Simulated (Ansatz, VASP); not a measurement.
## Al4Te: VASP beside Ansatz

File INCAR:

```
PREC     = Accurate       # precision mode
ENCUT    = 520            # plane-wave cutoff, eV
EDIFF    = 1E-6           # SCF threshold, eV
ISMEAR   = 0              # smearing method
SIGMA    = 0.1            # smearing width, eV
LREAL    = False          # projectors in reciprocal space
LASPH    = True           # aspherical terms in the spheres
NELM     = 60             # most SCF steps
ALGO     = Normal         # electronic algorithm
ISIF     = 2              # what is computed and relaxed
LWAVE    = False          # write WAVECAR
LCHARG   = True           # write CHGCAR
GGA      = PE             # functional
LELF     = True           # ELF
LVHAR    = True         
NBANDS   = 29             # bands
```

KPOINTS

```
regular mesh
0
Gamma
  4 4 4
```

The input POSCAR:

```
Al4Te
1.0
    0.0000000000      5.0579697300      5.0579697300
    5.0579697300      0.0000000000      5.0579697300
    5.0579697300      5.0579697300      0.0000000000
Al Te
8 2
Direct
    0.3761259900      0.3761259900      0.3761259900
    0.3761259900      0.3761259900      0.8716220300
    0.3761259900      0.8716220300      0.3761259900
    0.8738740100      0.8738740100      0.3783779700
    0.8738740100      0.8738740100      0.8738740100
    0.8716220300      0.3761259900      0.3761259900
    0.8738740100      0.3783779700      0.8738740100
    0.3783779700      0.8738740100      0.8738740100
    0.0000000000      0.0000000000      0.0000000000
    0.2500000000      0.2500000000      0.2500000000
```

Input for Ansatz:

```yaml
crystal:
  lattice:
    - [0.0, 5.05796973, 5.05796973]
    - [5.05796973, 0.0, 5.05796973]
    - [5.05796973, 5.05796973, 0.0]
  atoms:
    - { symbol: Al, position: [0.37612599, 0.37612599, 0.37612599] }
    - { symbol: Al, position: [0.37612599, 0.37612599, 0.87162203] }
    - { symbol: Al, position: [0.37612599, 0.87162203, 0.37612599] }
    - { symbol: Al, position: [0.87387401, 0.87387401, 0.37837797] }
    - { symbol: Al, position: [0.87387401, 0.87387401, 0.87387401] }
    - { symbol: Al, position: [0.87162203, 0.37612599, 0.37612599] }
    - { symbol: Al, position: [0.87387401, 0.37837797, 0.87387401] }
    - { symbol: Al, position: [0.37837797, 0.87387401, 0.87387401] }
    - { symbol: Te, position: [0.0, 0.0, 0.0] }
    - { symbol: Te, position: [0.25, 0.25, 0.25] }
basis:
  ecutwfc: 420
kpoints:
  mp_grid: { grid: [4, 4, 4] }
hamiltonian:
  xc: pbe
scf:
  occupations: { method: gaussian, width: 0.1 }
  lower_state_search: "off"
output:
  forces: true
  stress: true
  eigenvalues: true
```

Change from the starting cell: species swapped into the Ba4Rh type (Fd-3m, No. 227).

Alike in both runs: task single point; functional PBE; k mesh 4 × 4 × 4; occupations gaussian, width 0.1 eV; no spin polarisation.

```csv
,VASP,Ansatz
version,VASP 6.6.1,Ansatz 0.2.0
potentials or method,"VASP PAW PBE potentials, release 64 (Al, Te), cutoff 520 eV","scalar-relativistic, plane waves, PAW"
valence electrons in the cell,36,56
```

VASP gave:

| Property | Result |
| --- | --- |
| gap on the k mesh at the Fermi level (eV) | none |
| pressure (GPa) | 17.6 |
| rms of the force components (eV/Å) | 4.017 |

Q: What did Ansatz give for the same quantities?

A: gap on the k mesh at the Fermi level (eV): none; pressure (GPa): 17.5; rms of the force components (eV/Å): 4.000.

Atom by atom the forces differ by 0.017 eV/Å (rms over components). A gap of «none» marks a metal or a gap that the smearing closes. The functional is the same, so the differences come from potentials, cutoffs and numerics. VASP's potentials hold 36 valence electrons a cell and Ansatz's 56, so a difference there can come from the potentials and not from the codes.

Neither program's run includes spin-orbit coupling.
